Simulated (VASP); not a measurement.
Set up this calculation in VASP 6.6.1, as the native input.

- Task: single point
- Functional: HSE06
- Potentials or basis: VASP PAW PBE potentials, release 64 (Ta_pv)
- Cutoff: 520 eV
- k mesh: 6 × 6 × 4
- Occupations: fermi-dirac, width 0.05 eV
- Spin: no spin polarisation
- Dipole correction: no
- Grid for exact exchange (PRECFOCK): Normal
- Further INCAR settings: ALGO = Normal; EDIFF = 1e-06; NBANDS = 18
- Share of exact exchange: 0.25
- Screening parameter: 0.2079 1/Å

Crystal: Ta.

```xyz
2
Lattice="2.9573 0.0000 0.0000 -1.4786 2.5611 0.0000 0.0000 0.0000 5.2676" Properties=species:S:1:pos:R:3 pbc="T T T"
Ta    0.0000    1.7074    1.3169
Ta    1.4786    0.8537    3.9507
```

This isn't the form of Ta at room conditions, which is bcc.

The input as run:

POSCAR

```
Ta
1.0
    2.9572565550      0.0000000000      0.0000000000
   -1.4786282775      2.5610593022      0.0000000000
    0.0000000000      0.0000000000      5.2675992145
Ta
2
Direct
    0.3333333333      0.6666666667      0.2500000000
    0.6666666667      0.3333333333      0.7500000000
```

INCAR.step1

```
  PREC = Accurate
  ENCUT = 520
  EDIFF = 1E-5
  ISMEAR = -1
  SIGMA = 0.05
  LREAL = F
  LASPH = T
  NELM = 100
  ALGO = Normal
  ISIF = 2
  LWAVE = T
  LCHARG = F
  GGA = PE
  NBANDS = 18
```

INCAR.step2

```
  PREC = Accurate
  ENCUT = 520
  EDIFF = 1E-6
  ISMEAR = -1
  SIGMA = 0.05
  LREAL = F
  LASPH = T
  NELM = 100
  ALGO = Normal
  ISIF = 2
  LWAVE = F
  LCHARG = F
  GGA = PE
  LHFCALC = T
  HFSCREEN = 0.2079
  PRECFOCK = Normal
  ISTART = 1
  NBANDS = 18
```

KPOINTS

```
regular mesh
0
Gamma
  6 6 4
```

Potentials or basis: VASP PAW PBE potentials, release 64 (Ta_pv).

Launch:

```sh
$ cat potpaw_PBE.64/Ta_pv/POTCAR > POTCAR
$ cp INCAR.step1 INCAR
$ mpirun -np 1 vasp_std > vasp.out
$ cp INCAR.step2 INCAR
$ mpirun -np 1 vasp_std > vasp.out
```

Results of the run:

The pressure is -13.4 GPa and the band gap on the k mesh is zero (bands 11 and 12 overlap by 2.22 eV).

Caveat: the k points lie up to 0.41 Å⁻¹ apart, too coarse for converged energies and pressures of a metal; the PAW data sets were made with another functional, which shifts forces and pressure a little; spin-orbit coupling is left out, which moves the levels of the heavy elements.

Wall time 100 min on 1 thread of AMD EPYC 7R13, on a shared host, peak memory 0.25 GiB.
